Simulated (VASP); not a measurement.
Input of a VASP 6.6.1 run:

INCAR

```
SYSTEM = Ir12S
ALGO = Normal
DIPOL = 0.5 0.5 0.295
EDIFF = 1E-6
ENCUT = 520
GGA = PE
IDIPOL = 3
ISIF = 2
ISMEAR = 0
IVDW = 12
LASPH = .TRUE.
LCHARG = .FALSE.
LDIPOL = .TRUE.
LREAL = .FALSE.
LWAVE = .FALSE.
NBANDS = 69
NELM = 100
PREC = Accurate
SIGMA = 0.1
```

The input KPOINTS:

```
k-points
0
G
  5 5 1
  0 0 0
```

Contents of POSCAR:

```
Ir12S
1.0
    5.4309029918      0.0000000000      0.0000000000
    0.0000000000      5.4309029918      0.0000000000
    0.0000000000      0.0000000000     21.0013955423
Ir S
12 1
Direct
    0.2500000000      0.2500000000      0.1904635333
    0.2500000000      0.7500000000      0.1904635333
    0.7500000000      0.2500000000      0.1904635333
    0.7500000000      0.7500000000      0.1904635333
    0.0000000000      0.0000000000      0.2785823619
    0.0000000000      0.5000000000      0.2785823619
    0.5000000000      0.0000000000      0.2785823619
    0.5000000000      0.5000000000      0.2785823619
    0.2500000000      0.2500000000      0.3667087517
    0.2500000000      0.7500000000      0.3667087517
    0.7500000000      0.2500000000      0.3667087517
    0.7500000000      0.7500000000      0.3667087517
    0.3333333333      0.4166666667      0.4857484600
```

Potentials or basis: VASP PAW PBE potentials, release 64 (Ir, S).

Run with:

```sh
$ cat potpaw_PBE.64/Ir/POTCAR potpaw_PBE.64/S/POTCAR > POTCAR
$ mpirun -np 1 vasp_std > vasp.out
```

Task: Predict the band gap on the k mesh.

Result: Zero (bands 57 and 58 overlap by 1.15 eV).

Task: Estimate the largest force.

Result: 3.788 eV/Å.

Forces in eV/Å, atoms in the order of the input:
```
Ir  -0.043 -0.068  0.043
Ir  -0.039  0.051 -0.062
Ir   0.010 -0.019 -0.137
Ir  -0.052 -0.080 -0.219
Ir   0.106  0.080  0.436
Ir   0.188 -0.043 -0.021
Ir  -0.081  0.124  0.176
Ir  -0.118 -0.063 -0.255
Ir   0.214  0.456  2.290
Ir   0.038 -0.394  1.039
Ir  -0.133 -0.044  0.396
Ir   0.028  0.079  0.100
S   -0.117 -0.079 -3.785
```

Caveat: spin-orbit coupling is left out, which moves the levels of the heavy elements.
